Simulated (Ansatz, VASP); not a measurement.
**Two plane-wave programs on PbO2**

File INCAR:

```
ALGO = Normal
EDIFF = 1E-6
ENCUT = 520
GGA = PE
ISIF = 2
ISMEAR = -1
LASPH = True
LCHARG = False
LREAL = False
LWAVE = False
NBANDS = 35
NELM = 80
PREC = Accurate
SIGMA = 0.02
```

File KPOINTS:

```
k-points
0
Gamma
  6 6 8
```

Contents of POSCAR:

```
PbO2
1.0
    4.9838460811      0.0000000000      0.0000000000
    0.0000000000      4.9838460811      0.0000000000
    0.0000000000      0.0000000000      3.4416985261
Pb O
2 4
Direct
    0.0000000000      0.0000000000      0.0000000000
    0.5000000000      0.5000000000      0.5000000000
    0.3075531877      0.3075531877      0.0000000000
    0.1924468123      0.8075531877      0.5000000000
    0.8075531877      0.1924468123      0.5000000000
    0.6924468123      0.6924468123      0.0000000000
```

Input for Ansatz:

```yaml
crystal:
  lattice:
    - [4.9838460811, 0.0, 0.0]
    - [0.0, 4.9838460811, 0.0]
    - [0.0, 0.0, 3.4416985261]
  atoms:
    - { symbol: Pb, position: [0.0, 0.0, 0.0] }
    - { symbol: Pb, position: [0.5, 0.5, 0.5] }
    - { symbol: O, position: [0.3075531877, 0.3075531877, 0.0] }
    - { symbol: O, position: [0.1924468123, 0.8075531877, 0.5] }
    - { symbol: O, position: [0.8075531877, 0.1924468123, 0.5] }
    - { symbol: O, position: [0.6924468123, 0.6924468123, 0.0] }
kpoints:
  mp_grid: { grid: [6, 6, 8] }
  band_path:
    path:
      - [0.0, 0.0, 0.0]
      - [0.0, 0.5, 0.0]
      - [0.5, 0.5, 0.0]
      - [0.0, 0.0, 0.5]
      - [0.0, 0.5, 0.5]
      - [0.5, 0.5, 0.5]
      - [-0.074707, -0.074707, 0.084147]
      - [-0.095215, -0.095215, -0.060221]
    npoints: 1
hamiltonian:
  xc: pbe
scf:
  occupations: { method: fermi_dirac, width: 0.02 }
  n_extra_bands: 5
output:
  forces: true
  stress: true
  eigenvalues: true
```

Change from the starting cell: uniaxial_z strain +1.0%.

Alike in both runs: task single point; functional PBE; k mesh 6 × 6 × 8; occupations fermi-dirac, width 0.02 eV; no spin polarisation.

|  | VASP | Ansatz |
| --- | --- | --- |
| version | VASP 6.6.1 | Ansatz 0.2.0 |
| potentials or method | VASP PAW PBE potentials, release 64 (Pb_d, O) | plane waves, PAW |
| plane-wave cutoff (eV) | 520 | 420 |
| valence electrons in the cell | 52 | 52 |

```csv
,VASP,Ansatz,Ansatz less VASP
pressure (GPa),4.8,4.6,-0.26
"traceless stress, the component that is largest in VASP (GPa)",-0.14,-0.25,-0.110
rms of the force components (eV/Å),0.013,0.009,-0.0039
```

Atom by atom the forces differ by 0.004 eV/Å (rms over components).

Neither program's run includes spin-orbit coupling.
